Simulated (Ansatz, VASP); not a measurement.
FeO: VASP beside Ansatz

File INCAR:

```
SYSTEM = FeO
  ALGO = Normal
  EDIFF = 1E-7
  ENCUT = 520
  GGA = PS
  ISIF = 2
  ISMEAR = -1
  ISPIN = 2
  LASPH = .TRUE.
  LCHARG = .FALSE.
  LMAXMIX = 4
  LORBIT = 11
  LREAL = .FALSE.
  LWAVE = .FALSE.
  MAGMOM = 3 0
  NBANDS = 18
  NELM = 150
  PREC = Accurate
  SIGMA = 0.05
```

The input KPOINTS:

```
k-points
0
G
  12 12 12
  0 0 0
```

Contents of POSCAR:

```
FeO
1.0
   -1.6021034130      1.6021034130      2.0833922500
    1.6021034130     -1.6021034130      2.0833922500
    1.6021034130      1.6021034130     -2.0833922500
Fe O
1 1
Direct
    0.0000000000      0.0000000000      0.0000000000
    0.5000000000      0.5000000000      0.0000000000
```

The input input.yaml:

```yaml
crystal:
  lattice:
    - [-1.602103413, 1.602103413, 2.08339225]
    - [1.602103413, -1.602103413, 2.08339225]
    - [1.602103413, 1.602103413, -2.08339225]
  atoms:
    - { symbol: Fe, position: [0.0, 0.0, 0.0], spin: 3.0 }
    - { symbol: O, position: [0.5, 0.5, 0.0] }
hamiltonian:
  xc: pbesol
  pseudopotentials: { kind: paw }
magnetization:
  spin_polarized: true
kpoints:
  mp_grid: { grid: [12, 12, 12] }
scf:
  occupations: { method: fermi_dirac, width: 0.05 }
output:
  forces: true
  stress: true
  eigenvalues: true
  write_density: true
  write_potential: true
  elf: true
  volumetric_format: npy
```

Alike in both runs: task single point; functional PBEsol; k mesh 12 × 12 × 12; occupations fermi-dirac, width 0.05 eV; collinear spin.

|  | VASP | Ansatz |
| --- | --- | --- |
| version | VASP 6.6.1 | Ansatz 0.2.0 |
| potentials or method | VASP PAW PBE potentials, release 64 (Fe, O) | Ansatz PAW |
| plane-wave cutoff (eV) | 520 | 420 |
| valence electrons in the cell | 14 | 22 |

```csv
,VASP,Ansatz,Ansatz less VASP
gap on the k mesh at the Fermi level (eV),none,none,-
pressure (GPa),-16.0,-16.1,-0.16
"traceless stress, the component that is largest in VASP (GPa)",2.53,2.15,-0.385
net moment per atom (μB),2.00,2.00,0.000
size of the moment on the site where the two differ most (μB),3.61,3.39,-0.219
```

VASP's potentials were made for PBE, not for PBEsol. Site moments also hang on the region over which each program counts them. A gap of «none» marks a metal or a gap that the smearing closes. VASP's potentials hold 14 valence electrons a cell and Ansatz's 22, so a difference there can come from the potentials and not from the codes.
